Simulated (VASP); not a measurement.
# MoS2 (R3m) in VASP: single point with LDA+U

Aim: the single point of MoS2 with LDA+U.

Program: VASP 6.6.1. These are calculated values, not measurements. Logs are shortened: lines on timing, memory, paths and dates and some standing lists are left out, and cuts for length are marked.

### Step 1. The cell of the first run

It takes space group R3m (No. 160, trigonal). The conventional cell has a = 3.163 Å, b = 3.163 Å, c = 18.370 Å, α = 90.00°, β = 90.00°, γ = 120.00°. Mo (site symmetry 3m) has 6 S at 2.36 Å and 6 Mo at 3.16 Å within 3.2 Å. S (site symmetry 3m) has 3 Mo at 2.36 Å and 7 S at 3.00 to 3.16 Å within 3.2 Å. S (site symmetry 3m) has 3 Mo at 2.36 Å and 7 S at 3.00 to 3.16 Å within 3.2 Å.

### Step 2. Single point, LDA+U, collinear spin, zero start

INCAR

```
SYSTEM = MoS2
PREC = Accurate
ENCUT = 520
EDIFF = 1E-6
ISMEAR = 0
SIGMA = 0.05
LREAL = .False.
LASPH = .True.
NELM = 150
ALGO = Normal
ISIF = 2
LWAVE = .False.
LCHARG = .False.
ISPIN = 2
MAGMOM = 0 0 0 0 0 0
LORBIT = 11
LMAXMIX = 4
LDAU = .True.
LDAUTYPE = 2
LDAUL = 2 -1
LDAUU = 4 0
LDAUJ = 0 0
LDAUPRINT = 1
GGA = CA
NBANDS = 39
```

KPOINTS

```
regular mesh
0
Gamma
  7 7 4
  0 0 0
```

POSCAR

```
MoS2
1.0
    1.5814998900      0.9130793900      6.1233282100
   -1.5814998900      0.9130793900      6.1233282100
    0.0000000000     -3.6523175600     12.2466564200
Mo S
2 4
Direct
    0.0000000000      0.0000000000      0.0000000000
    0.0000000000      0.0000000000      0.5000000000
    0.7484000000      0.7484000000      0.3742000000
    0.5849000000      0.5849000000      0.2924500000
    0.7484000000      0.7484000000      0.8742000000
    0.5849000000      0.5849000000      0.7924500000
```

Potentials or basis: VASP PAW LDA potentials, release 64 (Mo_sv, S).

On the command line:

```
cat potpaw_LDA.64/Mo_sv/POTCAR potpaw_LDA.64/S/POTCAR > POTCAR
mpirun -np 1 vasp_std > vasp.out
```

OUTCAR:

```text
SYSTEM = MoS2
   PREC = Accurate
   ENCUT = 520
   EDIFF = 1E-6
   ISMEAR = 0
   LREAL = .False.
   LASPH = .True.
   NELM = 150
   ISIF = 2
   ISPIN = 2
   LORBIT = 11
   GGA = CA

 ion  position               nearest neighbor table
   1  0.000  0.000  0.000-   5 2.36   5 2.36   3 2.36   6 2.36   6 2.36   4 2.36   2 3.16   2 3.16
                             2 3.16   2 3.16
   2  0.000  0.000  0.500-   3 2.36   3 2.36   5 2.36   4 2.36   4 2.36   6 2.36   1 3.16   1 3.16
                             1 3.16   1 3.16
   3  0.748  0.748  0.374-   2 2.36   2 2.36   1 2.36
   4  0.585  0.585  0.292-   2 2.36   2 2.36   1 2.36
   5  0.748  0.748  0.874-   1 2.36   1 2.36   2 2.36
   6  0.585  0.585  0.792-   1 2.36   1 2.36   2 2.36

  LATTYP: Found a base centered monoclinic cell.
 ALAT       =    12.3820615957
 B/A-ratio  =     0.2554501733
 C/A-ratio  =     0.4424526802
 COS(beta)  =    -0.1474842267

  Lattice vectors:

 A1 = (   1.5814998900,   0.9130793900,   6.1233282100)
 A2 = (  -1.5814998900,   0.9130793900,   6.1233282100)
 A3 = (   0.0000000000,  -5.4784763400,   0.0000000000)

Analysis of symmetry for initial positions (statically):
=====================================================================
 Subroutine PRICEL returns following result:

  LATTYP: Found a trigonal (rhomboedric) cell.
 ALAT       =     6.3898360106
 COS(alpha) =     0.8774851015
[... 12 lines left out ...]
 Subroutine GETGRP returns: Found  2 space group operations
 (whereof  2 operations were pure point group operations)
 out of a pool of  4 trial point group operations.

The static configuration has the point symmetry C_1h.

Analysis of symmetry for dynamics (positions and initial velocities):
=====================================================================
 Subroutine PRICEL returns following result:

  LATTYP: Found a trigonal (rhomboedric) cell.
 ALAT       =     6.3898360106
 COS(alpha) =     0.8774851015
[... 12 lines left out ...]
 Subroutine GETGRP returns: Found  2 space group operations
 (whereof  2 operations were pure point group operations)
 out of a pool of  4 trial point group operations.

The dynamic configuration has the point symmetry C_1h.

Analysis of structural, dynamic, and magnetic symmetry:
=====================================================================
 Subroutine PRICEL returns following result:

  LATTYP: Found a trigonal (rhomboedric) cell.
 ALAT       =     6.3898360106
 COS(alpha) =     0.8774851015
[... 12 lines left out ...]
 Subroutine GETGRP returns: Found  2 space group operations
 (whereof  2 operations were pure point group operations)
 out of a pool of  4 trial point group operations.

The overall configuration has the point symmetry C_1h.

 Subroutine INISYM returns: Found  2 space group operations
 (whereof  2 operations are pure point group operations),
 and found     2 'primitive' translations

----------------------------------------------------------------------------------------

                                     Primitive cell

  volume of cell :      53.0538

  direct lattice vectors                    reciprocal lattice vectors
     1.581499890  0.913079390  6.123328210     0.316155571  0.182532503  0.054436627
    -1.581499890  0.913079390  6.123328210    -0.316155571  0.182532503  0.054436627
     0.000000000 -1.826158780  6.123328210     0.000000000 -0.365065006  0.054436627

[... 153 lines left out ...]
  o =  0.3937  v =  0.0000  0.0000  0.0000  0.0000  0.0000  0.0000  0.9978  0.0003  0.0000 -0.0668      0.0000  0.0000  0.0000  0.0000  0.0000  0.0000  0.0000  0.0000  0.0000  0.0000
  o =  0.3937  v =  0.0000  0.9978  0.0003 -0.0000 -0.0668  0.0000  0.0000  0.0000  0.0000  0.0000      0.0000  0.0000  0.0000  0.0000  0.0000  0.0000  0.0000  0.0000  0.0000  0.0000
  o =  0.3989  v = -0.0000 -0.0668 -0.0051  0.0000 -0.9978  0.0000  0.0000  0.0000  0.0000  0.0000      0.0000  0.0000  0.0000  0.0000  0.0000  0.0000  0.0000  0.0000  0.0000  0.0000
  o =  0.3989  v =  0.0000  0.0000  0.0000  0.0000  0.0000  0.0000  0.0668  0.0051  0.0000  0.9978      0.0000  0.0000  0.0000  0.0000  0.0000  0.0000  0.0000  0.0000  0.0000  0.0000
  o =  0.3990  v =  0.9978 -0.0000 -0.0000  0.0658 -0.0000  0.0000  0.0000  0.0000  0.0000  0.0000      0.0000  0.0000  0.0000  0.0000  0.0000  0.0000  0.0000  0.0000  0.0000  0.0000
  o =  0.3990  v =  0.0000  0.0000  0.0000  0.0000  0.0000 -0.9978  0.0000  0.0000 -0.0658  0.0000      0.0000  0.0000  0.0000  0.0000  0.0000  0.0000  0.0000  0.0000  0.0000  0.0000
  o =  0.4293  v =  0.0000  0.0000  0.0000  0.0000  0.0000  0.0000 -0.0006  1.0000  0.0000 -0.0051      0.0000  0.0000  0.0000  0.0000  0.0000  0.0000  0.0000  0.0000  0.0000  0.0000
  o =  0.4293  v =  0.0000  0.0006 -1.0000 -0.0000  0.0051  0.0000  0.0000  0.0000  0.0000  0.0000      0.0000  0.0000  0.0000  0.0000  0.0000  0.0000  0.0000  0.0000  0.0000  0.0000

atom =   2  type =  1  l = 2

 onsite density matrix

spin component  1

  0.3990  0.0000 -0.0000  0.0004 -0.0000
  0.0000  0.3937 -0.0000  0.0000  0.0003
 -0.0000 -0.0000  0.4293  0.0000 -0.0002
  0.0004  0.0000  0.0000  0.3936  0.0000
 -0.0000  0.0003 -0.0002  0.0000  0.3989

spin component  2

  0.3990  0.0000 -0.0000  0.0004 -0.0000
  0.0000  0.3937 -0.0000  0.0000  0.0003
 -0.0000 -0.0000  0.4293  0.0000 -0.0002
  0.0004  0.0000  0.0000  0.3936  0.0000
 -0.0000  0.0003 -0.0002  0.0000  0.3989

 occupancies and eigenvectors

  o =  0.3936  v =  0.0000  0.0000  0.0000  0.0000  0.0000 -0.0658  0.0000 -0.0000  0.9978 -0.0000      0.0000  0.0000  0.0000  0.0000  0.0000  0.0000  0.0000  0.0000  0.0000  0.0000
  o =  0.3936  v = -0.0658  0.0000 -0.0000  0.9978 -0.0000  0.0000  0.0000  0.0000  0.0000  0.0000      0.0000  0.0000  0.0000  0.0000  0.0000  0.0000  0.0000  0.0000  0.0000  0.0000
  o =  0.3937  v =  0.0000  0.0000  0.0000  0.0000  0.0000  0.0000  0.9978  0.0003  0.0000 -0.0668      0.0000  0.0000  0.0000  0.0000  0.0000  0.0000  0.0000  0.0000  0.0000  0.0000
  o =  0.3937  v =  0.0000  0.9978  0.0003  0.0000 -0.0668  0.0000  0.0000  0.0000  0.0000  0.0000      0.0000  0.0000  0.0000  0.0000  0.0000  0.0000  0.0000  0.0000  0.0000  0.0000
  o =  0.3989  v =  0.0000  0.0668  0.0051  0.0000  0.9978  0.0000  0.0000  0.0000  0.0000  0.0000      0.0000  0.0000  0.0000  0.0000  0.0000  0.0000  0.0000  0.0000  0.0000  0.0000
  o =  0.3989  v =  0.0000  0.0000  0.0000  0.0000  0.0000  0.0000  0.0668  0.0051  0.0000  0.9978      0.0000  0.0000  0.0000  0.0000  0.0000  0.0000  0.0000  0.0000  0.0000  0.0000
  o =  0.3990  v = -0.9978  0.0000  0.0000 -0.0658  0.0000  0.0000  0.0000  0.0000  0.0000  0.0000      0.0000  0.0000  0.0000  0.0000  0.0000  0.0000  0.0000  0.0000  0.0000  0.0000
  o =  0.3990  v =  0.0000  0.0000  0.0000  0.0000  0.0000 -0.9978  0.0000  0.0000 -0.0658  0.0000      0.0000  0.0000  0.0000  0.0000  0.0000  0.0000  0.0000  0.0000  0.0000  0.0000
  o =  0.4293  v =  0.0000  0.0000  0.0000  0.0000  0.0000  0.0000 -0.0006  1.0000  0.0000 -0.0051      0.0000  0.0000  0.0000  0.0000  0.0000  0.0000  0.0000  0.0000  0.0000  0.0000
  o =  0.4293  v =  0.0000 -0.0006  1.0000  0.0000 -0.0051  0.0000  0.0000  0.0000  0.0000  0.0000      0.0000  0.0000  0.0000  0.0000  0.0000  0.0000  0.0000  0.0000  0.0000  0.0000

 number of electron      52.0000002 magnetization      -0.0000000

 Free energy of the ion-electron system (eV)
  ---------------------------------------------------
  ext. energy  EPLUGINS =         0.00000000
  ---------------------------------------------------
  free energy    TOTEN  =       -39.20453907 eV

  energy without entropy =      -39.20453907  energy(sigma->0) =      -39.20453907

 E-fermi :   7.9798     XC(G=0): -11.1078

 val. band max:        7.6276748457   @ k =  -0.4286  -0.4286   0.2500
 cond. band min:       8.4322077279   @ k =  -0.1429   0.1429   0.0000
 fundamental gap:      0.8045328823
 Fermi energy:         7.9798454805

 spin component 1

 k-point     1 :       0.0000    0.0000    0.0000
  band No.  band energies     occupation
      1     -53.9459      1.00000
      2     -53.9028      1.00000
      3     -28.5085      1.00000
      4     -28.2944      1.00000
      5     -28.2092      1.00000
      6     -28.1870      1.00000
[... 1961 lines left out ...]
     37      14.5208      0.00000
     38      15.3843      0.00000

 [... further k-points ...]

 [bands above 38 left out]

------------------------ aborting loop because EDIFF is reached ----------------------------------------

  FORCE on cell =-STRESS in cart. coord.  units (eV):
  Direction    XX          YY          ZZ          XY          YZ          ZX
  --------------------------------------------------------------------------------------
  -------------------------------------------------------------------------------------
  Total        0.9940197      1.0026756      5.8626011      0.0000000     -0.0011095      0.0000000
  in kB       15.0092530     15.1399534     88.5226555      0.0000000     -0.0167529      0.0000000
  external PRESSURE =      39.5572873 kB  Pullay stress =       0.0000000 kB

 VOLUME and BASIS-vectors are now :
 -----------------------------------------------------------------------------
  energy-cutoff  :      520.00
  volume of cell :      106.11
      direct lattice vectors                 reciprocal lattice vectors
     1.581499890  0.913079390  6.123328210     0.316155571  0.182532503  0.054436627
    -1.581499890  0.913079390  6.123328210    -0.316155571  0.182532503  0.054436627
     0.000000000 -3.652317560 12.246656420     0.000000000 -0.182532503  0.027218313

 POSITION                                       TOTAL-FORCE (eV/Angst)
 -----------------------------------------------------------------------------------
      0.00000      0.00000      0.00000         0.000000     -0.000010     -0.002190
      0.00000     -1.82616      6.12333         0.000000     -0.000010     -0.002190
      0.00000     -0.00000     13.74810         0.000000      0.000121      1.112245
      0.00000     -0.00000     10.74460         0.000000     -0.000111     -1.110054
      0.00000     -1.82616     19.87142         0.000000      0.000121      1.112245
      0.00000     -1.82616     16.86793         0.000000     -0.000111     -1.110054
 -----------------------------------------------------------------------------------
    total drift:                               -0.000000      0.000006     -0.000043

  FREE ENERGIE OF THE ION-ELECTRON SYSTEM (eV)
  ---------------------------------------------------
  free  energy   TOTEN  =       -39.2045390713 eV

  energy  without entropy=      -39.2045390713  energy(sigma->0) =      -39.20453907

 total charge

# of ion       s       p       d       tot
------------------------------------------
    1        2.316   6.248   3.971  12.536
    2        2.316   6.248   3.971  12.536
    3        1.361   2.365   0.000   3.726
    4        1.361   2.365   0.000   3.726
    5        1.361   2.365   0.000   3.726
    6        1.361   2.365   0.000   3.726
--------------------------------------------------
tot         10.076  21.956   7.942  39.974

 magnetization (x)

# of ion       s       p       d       tot
------------------------------------------
    1       -0.000  -0.000   0.000  -0.000
    2       -0.000  -0.000   0.000  -0.000
    3        0.000   0.000   0.000   0.000
    4        0.000  -0.000   0.000   0.000
    5        0.000   0.000   0.000   0.000
    6        0.000  -0.000   0.000   0.000
--------------------------------------------------
tot          0.000  -0.000   0.000   0.000
```

It took 17 min on 1 thread of Oxide Virtual Turin-like, shared host; peak memory 0.59 GiB.

What came out:

```
Free energy                                           : -39.2045 eV
Pressure                                              : 4.0 GPa
Largest force                                         : 1.112 eV/Å
Band gap on the k mesh                                : 0.80 eV
Net moment                                            : 0.00 μB per cell
Valence electrons inside the program's atomic spheres : Mo 12.54; S 3.73
```

Forces in eV/Å, atoms in the order of the input:
```
Mo   0.000  0.000 -0.002
Mo   0.000  0.000 -0.002
S    0.000  0.000  1.112
S    0.000  0.000 -1.110
S    0.000  0.000  1.112
S    0.000  0.000 -1.110
```

Eigenvalues of the final occupation matrices:
```csv
site,spin,trace,eigenvalues
site 1 d,1,2.01,0.39 0.39 0.40 0.40 0.43
site 1 d,2,2.01,0.39 0.39 0.40 0.40 0.43
site 2 d,1,2.01,0.39 0.39 0.40 0.40 0.43
site 2 d,2,2.01,0.39 0.39 0.40 0.40 0.43
```

Caveat: the cell stands under pressure; an odd mesh through Γ misses points on the zone boundary, where band edges can lie; forces of over 1 eV/Å act on the atoms, so gaps and moduli don't describe the material at rest.
